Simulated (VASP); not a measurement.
A run of VASP 6.6.1 is set up as follows.

File INCAR:

```
SYSTEM = Be
PREC = Accurate ; ENCUT = 520
EDIFF = 1E-6 ; ISMEAR = -1
SIGMA = 0.1 ; LREAL = .False.
LASPH = .True. ; NELM = 60
ALGO = Normal ; ISIF = 2
LWAVE = .False. ; LCHARG = .False.
GGA = PE ; NBANDS = 7
```

KPOINTS

```
regular mesh
0
Gamma
  20 20 20
  0 0 0
```

File POSCAR:

```
Be
1.0
   -1.2988882225      1.2988882225      1.2988882225
    1.2988882225     -1.2988882225      1.2988882225
    1.2988882225      1.2988882225     -1.2988882225
Be
1
Direct
    0.0000000000      0.0000000000      0.0000000000
```

Potentials or basis: VASP PAW PBE potentials, release 64 (Be).

The run is started by

```bash
$ cat potpaw_PBE.64/Be/POTCAR > POTCAR
$ mpirun -np 1 vasp_std > vasp.out
```

(1) Predict the band gap on the k mesh.

(2) Estimate the pressure.

## Answers

(1) zero (band 1 reaches 10.66 eV, above the bottom of band 2 at 5.86 eV).

(2) -11.4 GPa.
